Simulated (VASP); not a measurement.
# SiO2 (P4_12_12) in VASP: relaxation of the atoms with PBE

Aim: the relaxation of the atoms of SiO2 with PBE.

Program: VASP 6.6.1. These are calculated values, not measurements. Logs are shortened: lines on timing, memory, paths and dates and some standing lists are left out, and cuts for length are marked.

## (1) The cell of the first run

It takes space group P4_12_12 (No. 92, tetragonal). The conventional cell has a = 4.971 Å, b = 4.971 Å, c = 6.928 Å, α = 90.00°, β = 90.00°, γ = 90.00°. Within 2.1 Å of Si (site symmetry 2) lie 4 O at 1.60 to 1.61 Å. Within 2.1 Å of O (site symmetry 1) lie 2 Si at 1.60 to 1.61 Å.

## (2) Relaxation of the atoms, PBE

INCAR reads:

```
ALGO = Normal
EDIFF = 1E-6
EDIFFG = -0.02
ENCUT = 520
GGA = PE
IBRION = 2
ISIF = 2
ISMEAR = -1
LASPH = True
LCHARG = False
LREAL = False
LWAVE = False
NELM = 80
NSW = 80
PREC = Accurate
SIGMA = 0.02
```

KPOINTS reads:

```
k-points
0
Gamma
  5 5 4
```

POSCAR reads:

```
SiO2
1.0
    4.9709000000      0.0000000000      0.0000000000
    0.0000000000      4.9709000000      0.0000000000
    0.0000000000      0.0000000000      6.9278000000
Si O
4 8
Direct
    0.3005000000      0.3005000000      0.0000000000
    0.1995000000      0.8005000000      0.2500000000
    0.6995000000      0.6995000000      0.5000000000
    0.8005000000      0.1995000000      0.7500000000
    0.2392000000      0.1037000000      0.1786000000
    0.3963000000      0.7392000000      0.4286000000
    0.7608000000      0.8963000000      0.6786000000
    0.6037000000      0.2608000000      0.9286000000
    0.7392000000      0.3963000000      0.5714000000
    0.8963000000      0.7608000000      0.3214000000
    0.2608000000      0.6037000000      0.0714000000
    0.1037000000      0.2392000000      0.8214000000
```

Potentials or basis: VASP PAW PBE potentials, release 64 (Si, O).

Run with:

```
> cat potpaw_PBE.64/Si/POTCAR potpaw_PBE.64/O/POTCAR > POTCAR
> mpirun -np 1 vasp_std > vasp.out
```

OUTCAR:

```text
EDIFF = 1E-6
   EDIFFG = -0.02
   ENCUT = 520
   GGA = PE
   IBRION = 2
   ISIF = 2
   ISMEAR = -1
   LASPH = True
   LREAL = False
   NELM = 80
   NSW = 80
   PREC = Accurate

 ion  position               nearest neighbor table
   1  0.300  0.300  0.000-   8 1.60  11 1.60   5 1.61  12 1.61   2 3.07   4 3.07   2 3.07   4 3.07

   2  0.200  0.800  0.250-   5 1.60  10 1.60   6 1.61  11 1.61   1 3.07   3 3.07   1 3.07   3 3.07

   3  0.700  0.700  0.500-   6 1.60   9 1.60   7 1.61  10 1.61   2 3.07   4 3.07   4 3.07   2 3.07

   4  0.800  0.200  0.750-   7 1.60  12 1.60   9 1.61   8 1.61   1 3.07   3 3.07   3 3.07   1 3.07

   5  0.239  0.104  0.179-   2 1.60   1 1.61
   6  0.396  0.739  0.429-   3 1.60   2 1.61
   7  0.761  0.896  0.679-   4 1.60   3 1.61
   8  0.604  0.261  0.929-   1 1.60   4 1.61
   9  0.739  0.396  0.571-   3 1.60   4 1.61
  10  0.896  0.761  0.321-   2 1.60   3 1.61
  11  0.261  0.604  0.071-   1 1.60   2 1.61
  12  0.104  0.239  0.821-   4 1.60   1 1.61

  LATTYP: Found a simple tetragonal cell.
 ALAT       =     4.9709000000
 C/A-ratio  =     1.3936711662

  Lattice vectors:

 A1 = (   4.9709000000,   0.0000000000,   0.0000000000)
 A2 = (   0.0000000000,   4.9709000000,   0.0000000000)
 A3 = (   0.0000000000,   0.0000000000,   6.9278000000)

Analysis of symmetry for initial positions (statically):
=====================================================================
 Subroutine PRICEL returns:
 Original cell was already a primitive cell.

 Routine SETGRP: Setting up the symmetry group for a
 simple tetragonal supercell.

 Subroutine GETGRP returns: Found  8 space group operations
 (whereof  2 operations were pure point group operations)
 out of a pool of 16 trial point group operations.

The static configuration has the point symmetry C_2 .
 The point group associated with its full space group is D_4 .

Analysis of symmetry for dynamics (positions and initial velocities):
=====================================================================
 Subroutine PRICEL returns:
 Original cell was already a primitive cell.

 Routine SETGRP: Setting up the symmetry group for a
 simple tetragonal supercell.

 Subroutine GETGRP returns: Found  8 space group operations
 (whereof  2 operations were pure point group operations)
 out of a pool of 16 trial point group operations.

The dynamic configuration has the point symmetry C_2 .
 The point group associated with its full space group is D_4 .

 Subroutine INISYM returns: Found  8 space group operations
 (whereof  2 operations are pure point group operations),
 and found     1 'primitive' translations

----------------------------------------------------------------------------------------

                                     Primitive cell

  volume of cell :     171.1849

  direct lattice vectors                    reciprocal lattice vectors
     4.970900000  0.000000000  0.000000000     0.201170814  0.000000000  0.000000000
     0.000000000  4.970900000  0.000000000     0.000000000  0.201170814  0.000000000
     0.000000000  0.000000000  6.927800000     0.000000000  0.000000000  0.144345968

  length of vectors
     4.970900000  4.970900000  6.927800000     0.201170814  0.201170814  0.144345968

  position of ions in fractional coordinates (direct lattice)
     0.300500000  0.300500000  0.000000000
     0.199500000  0.800500000  0.250000000
     0.699500000  0.699500000  0.500000000
     0.800500000  0.199500000  0.750000000
     0.239200000  0.103700000  0.178600000
     0.396300000  0.739200000  0.428600000
     0.760800000  0.896300000  0.678600000
     0.603700000  0.260800000  0.928600000
     0.739200000  0.396300000  0.571400000
     0.896300000  0.760800000  0.321400000
     0.260800000  0.603700000  0.071400000
     0.103700000  0.239200000  0.821400000

  ion indices of the primitive-cell ions
   primitive index   ion index
                 1           1
                 2           2
                 3           3
                 4           4
                 5           5
                 6           6
                 7           7
                 8           8
                 9           9
                10          10
                11          11
                12          12

----------------------------------------------------------------------------------------

 KPOINTS: k-points

Automatic generation of k-mesh.
 Grid dimensions read from file:
 generate k-points for:    5    5    4

 Generating k-lattice:

  Cartesian coordinates                     Fractional coordinates (reciprocal lattice)
     0.040234163  0.000000000  0.000000000     0.200000000  0.000000000  0.000000000
     0.000000000  0.040234163  0.000000000     0.000000000  0.200000000  0.000000000
     0.000000000  0.000000000  0.036086492     0.000000000  0.000000000  0.250000000

  Length of vectors
     0.040234163  0.040234163  0.036086492

  Shift w.r.t. Gamma in fractional coordinates (k-lattice)
     0.000000000  0.000000000  0.000000000

 Subroutine IBZKPT returns following result:
 ===========================================

 Found     18 irreducible k-points:

 Following reciprocal coordinates:
            Coordinates               Weight
  0.000000  0.000000  0.000000      1.000000
  0.200000  0.000000  0.000000      4.000000
  0.400000  0.000000  0.000000      4.000000
  0.200000  0.200000  0.000000      4.000000
  0.400000  0.200000  0.000000      8.000000
  0.400000  0.400000  0.000000      4.000000
[... 10 lines left out ...]
  0.400000  0.200000  0.500000      8.000000
  0.400000  0.400000  0.500000      4.000000
   k-points           NKPTS =     18   k-points in BZ     NKDIM =     18   number of bands    NBANDS=     39
   number of dos      NEDOS =    301   number of ions     NIONS =     12
   total plane-waves  NPLWV =  86400
   dimension x,y,z NGX =    40 NGY =   40 NGZ =   54
   dimension x,y,z NGXF=    80 NGYF=   80 NGZF=  108
   ions per type =               4   8
   NGX,Y,Z   is equivalent  to a cutoff of  13.38, 13.38, 12.96 a.u.
   NGXF,Y,Z  is equivalent  to a cutoff of  26.76, 26.76, 25.92 a.u.
 SYSTEM =  unknown system
   PREC   = accura    normal or accurate (medium, high low for compatibility)
   ISTART =      0    job   : 0-new  1-cont  2-samecut
   ICHARG =      2    charge: 1-file 2-atom 10-const
   ISPIN  =      1    spin polarized calculation?
   LNONCOLLINEAR =      F non collinear calculations
   LSORBIT =      F    spin-orbit coupling
   LASPH  =      T    aspherical Exc in radial PAW
   ENCUT  =  520.0 eV  38.22 Ry    6.18 a.u.   9.24  9.24 12.88*2*pi/ulx,y,z
   NELM   =     80;   NELMIN=  2; NELMDL= -5     # of ELM steps
   EDIFF  = 0.1E-05   stopping-criterion for ELM
   LREAL  =      F    real-space projection
   EDIFFG = -.2E-01   stopping-criterion for IOM
   NSW    =     80    number of steps for IOM
   IBRION =      2    ionic relax: 0-MD 1-quasi-New 2-CG
   NFREE  =      1    steps in history (QN), initial steepest desc. (CG)
   ISIF   =      2    stress and relaxation
   ISYM   =      2    0-nonsym 1-usesym 2-fastsym
   POTIM  = 0.5000    time-step for ionic-motion
   TEBEG  =    0.0;   TEEND  =   0.0 temperature during run
   PSTRESS=    0.0 pullay stress
   NELECT =      64.0000    total number of electrons
   NUPDOWN=      -1.0000    fix difference up-down
   EMIN   =  10.00;   EMAX   =-10.00  energy-range for DOS
   EFERMI =   0.00;   METHOD = LEGACY
   ISMEAR =    -1;   SIGMA  =   0.02  broadening in eV -4-tet -1-fermi 0-gaus
   EFERMI_NEDOS =   21; number of points for ismear=-14 and -15
   IALGO  =     38    algorithm
   IMIX   =      4    mixing-type and parameters
     AMIX     =   0.40;   BMIX     =  1.00
     AMIX_MAG =   1.60;   BMIX_MAG =  1.00
  volume/ion in A,a.u.               =      14.27        96.27
  Fermi-wavevector in a.u.,A,eV,Ry     =   1.179360  2.228667 18.924204  1.390890
  Thomas-Fermi vector in A             =   2.315672
   LORBIT       =      0    0 simple, 1 ext, 2 COOP (PROOUT), +10 PAW based schemes
   GGA     = PE    functional components
   LHFCALC =     F    Hartree Fock is set to
   AEXX    =    0.0000 exact exchange contribution
   IVDW    =     0    specifies the selected vdW correction
   LEPSILON=     F    determine dielectric tensor
   LRPA    =     F    only Hartree local field effects (RPA)
 conjugate gradient relaxation of ions
 non-spin polarized calculation
  energy-cutoff  :      520.00
  volume of cell :      171.18
 maximum number of plane-waves:      4634
 NGX is ok and might be reduce to    40
   NGX = 19   NGY = 19   NGZ = 25

--------------------------------------- Ionic step        1  -------------------------------------------

 number of electron      63.9999985 magnetization

 Free energy of the ion-electron system (eV)
  ---------------------------------------------------
  ext. energy  EPLUGINS =         0.00000000
  ---------------------------------------------------
  free energy    TOTEN  =       -94.73819035 eV

  energy without entropy =      -94.73819035  energy(sigma->0) =      -94.73819035

------------------------ aborting loop because EDIFF is reached ----------------------------------------

  FORCE on cell =-STRESS in cart. coord.  units (eV):
  Direction    XX          YY          ZZ          XY          YZ          ZX
  --------------------------------------------------------------------------------------
  -------------------------------------------------------------------------------------
  Total        8.7044538      8.7044538      7.9041811     -0.0000000      0.0000000      0.0000000
  in kB       81.4679357     81.4679357     73.9779121     -0.0000000      0.0000000      0.0000000
  external PRESSURE =      78.9712611 kB  Pullay stress =       0.0000000 kB
[... 119 lines left out ...]
  FREE ENERGIE OF THE ION-ELECTRON SYSTEM (eV)
  ---------------------------------------------------
  free  energy   TOTEN  =       -94.7869333955 eV

  energy  without entropy=      -94.7869333955  energy(sigma->0) =      -94.78693340

[... ionic steps 4 to 17 ...]

--------------------------------------- Ionic step       18  -------------------------------------------

 number of electron      64.0000020 magnetization

------------------------ aborting loop because EDIFF is reached ----------------------------------------

  FORCE on cell =-STRESS in cart. coord.  units (eV):
  Direction    XX          YY          ZZ          XY          YZ          ZX
  --------------------------------------------------------------------------------------
  -------------------------------------------------------------------------------------
  Total        1.5385960      1.5385960      1.1344789      0.0000000      0.0000000      0.0000000
  in kB       14.4002416     14.4002416     10.6179730      0.0000000      0.0000000      0.0000000
  external PRESSURE =      13.1394854 kB  Pullay stress =       0.0000000 kB
[... 77 lines left out ...]
  energy  without entropy=      -94.8877294744  energy(sigma->0) =      -94.88772947

--------------------------------------- Ionic step       20  -------------------------------------------

 number of electron      64.0000020 magnetization

 Free energy of the ion-electron system (eV)
  ---------------------------------------------------
  ext. energy  EPLUGINS =         0.00000000
  ---------------------------------------------------
  free energy    TOTEN  =       -94.88774697 eV

  energy without entropy =      -94.88774697  energy(sigma->0) =      -94.88774697

 E-fermi :   0.6270     XC(G=0):  -8.4922

 val. band max:        0.1546102873   @ k =   0.0000   0.0000   0.0000
 cond. band min:       5.7761733327   @ k =   0.0000   0.0000   0.0000
 fundamental gap:      5.6215630453
 Fermi energy:         0.6270481814

 k-point     1 :       0.0000    0.0000    0.0000
  band No.  band energies     occupation
      1     -19.2006      2.00000
      2     -18.3131      2.00000
      3     -18.3131      2.00000
      4     -17.1892      2.00000
      5     -17.1196      2.00000
      6     -17.1186      2.00000
[... 784 lines left out ...]
  FREE ENERGIE OF THE ION-ELECTRON SYSTEM (eV)
  ---------------------------------------------------
  free  energy   TOTEN  =       -94.8877469689 eV

  energy  without entropy=      -94.8877469689  energy(sigma->0) =      -94.88774697

 reached required accuracy - stopping structural energy minimisation
```

It took 25 min on 1 thread of Oxide Virtual Turin-like, shared host; peak memory 0.29 GiB.

Results:

* Free energy: -94.8877 eV
* Energy gained by relaxing: 12.5 meV/atom
* Ionic steps: 20
* Pressure after relaxing: 1.3 GPa
* Largest force after relaxing: 0.011 eV/Å
* Band gap on the k mesh: 5.62 eV

Forces on the atoms (eV/Å):
```
Si   0.002  0.002  0.000
Si  -0.002  0.002  0.000
Si  -0.002 -0.002  0.000
Si   0.002 -0.002  0.000
O   -0.001  0.006 -0.009
O   -0.006 -0.001 -0.009
O    0.001 -0.006 -0.009
O    0.006  0.001 -0.009
O   -0.001 -0.006  0.009
O   -0.006  0.001  0.009
O    0.001  0.006  0.009
O    0.006 -0.001  0.009
```

Stress tensor (GPa, compression positive):
```
1.47 0.00 0.00
0.00 1.47 0.00
0.00 0.00 1.00
```

The path:
```
step  energy change (eV)  largest force (eV/Å)  pressure (GPa)
   1              0.0000                0.4989            7.90
   2             -0.0485                0.6818            6.09
   3             -0.0487                0.6221            6.21
   4             -0.0799                0.5226            5.32
   5             -0.1194                0.2616            2.71
   6             -0.1237                0.2020            2.68
   7             -0.1332                0.1921            2.61
   8             -0.1358                0.3422            2.45
   9             -0.1374                0.2862            2.52
  10             -0.1404                0.2279            2.47
  11             -0.1452                0.0870            2.34
  12             -0.1455                0.0851            2.31
  13             -0.1459                0.0806            2.25
  14             -0.1470                0.0673            2.10
  15             -0.1486                0.0406            1.78
  16             -0.1494                0.0270            1.16
  17             -0.1495                0.0238            1.30
  18             -0.1495                0.0235            1.31
  19             -0.1495                0.0245            1.31
  20             -0.1496                0.0108            1.31
```

Final structure:
```
Si O
1.0
     4.97090    0.00000    0.00000
     0.00000    4.97090    0.00000
     0.00000    0.00000    6.92780
Si O
4 8
Direct
  0.30562 0.30562 0.00000
  0.19438 0.80562 0.25000
  0.69438 0.69438 0.50000
  0.80562 0.19438 0.75000
  0.23676 0.11695 0.18528
  0.38305 0.73676 0.43528
  0.76324 0.88305 0.68528
  0.61695 0.26324 0.93528
  0.73676 0.38305 0.56472
  0.88305 0.76324 0.31472
  0.26324 0.61695 0.06472
  0.11695 0.23676 0.81472
```

Caveat: an odd mesh through Γ misses points on the zone boundary, where band edges can lie.
